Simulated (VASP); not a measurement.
Wanted: the native input for a VASP 6.6.1 run.

- Task: single point
- Functional: PBE
- Potentials or basis: VASP PAW PBE potentials, release 64 (Li_sv, Be, Nb_sv, P)
- Cutoff: 520 eV
- k mesh: 4 × 4 × 4
- Occupations: gaussian, width 0.1 eV
- Spin: no spin polarisation
- Dipole correction: no
- Further INCAR settings: ALGO = Normal; EDIFF = 1e-06; NBANDS = 31

The structure of Li4BeNbP3 lies in POSCAR:

```
Li4BeNbP3
1.0
    5.1317109700      0.0000000000      0.0000000000
    0.0000000000      5.1317109700      0.0000000000
    0.0000000000      0.0000000000      5.1317109700
Li Be Nb P
4 1 1 3
Direct
    0.2312739900      0.2312739900      0.2312739900
    0.7687260100      0.7687260100      0.2312739900
    0.2312739900      0.7687260100      0.7687260100
    0.7687260100      0.2312739900      0.7687260100
    0.5000000000      0.5000000000      0.5000000000
    0.0000000000      0.0000000000      0.0000000000
    0.0000000000      0.5000000000      0.0000000000
    0.0000000000      0.0000000000      0.5000000000
    0.5000000000      0.0000000000      0.0000000000
```

These files were run (other wordings do the same):

INCAR

```
PREC = Accurate ; ENCUT = 520
EDIFF = 1E-6 ; ISMEAR = 0
SIGMA = 0.1 ; LREAL = F
LASPH = T ; NELM = 100
ALGO = Normal ; ISIF = 2
LWAVE = F ; LCHARG = F
GGA = PE ; NBANDS = 31
```

KPOINTS

```
Automatic mesh
0
Gamma
  4 4 4
```

Potentials or basis: VASP PAW PBE potentials, release 64 (Li_sv, Be, Nb_sv, P).

The run is started by

```bash
$ cat potpaw_PBE.64/Li_sv/POTCAR potpaw_PBE.64/Be/POTCAR potpaw_PBE.64/Nb_sv/POTCAR potpaw_PBE.64/P/POTCAR > POTCAR
$ mpirun -np 1 vasp_std > vasp.out
```

Results of the run:

| Item | Value |
| --- | --- |
| Largest force | 4.933 eV/Å |
| Band gap on the k mesh | zero (band 21 reaches 5.07 eV, above the bottom of band 22 at 3.95 eV) |

Caveat: forces of over 1 eV/Å act on the atoms, so gaps and moduli don't describe the material at rest.

Wall time 24 s on 1 thread of Intel(R) Xeon(R) 6975P-C (Granite Rapids), with other jobs on the host, peak memory 0.25 GiB.
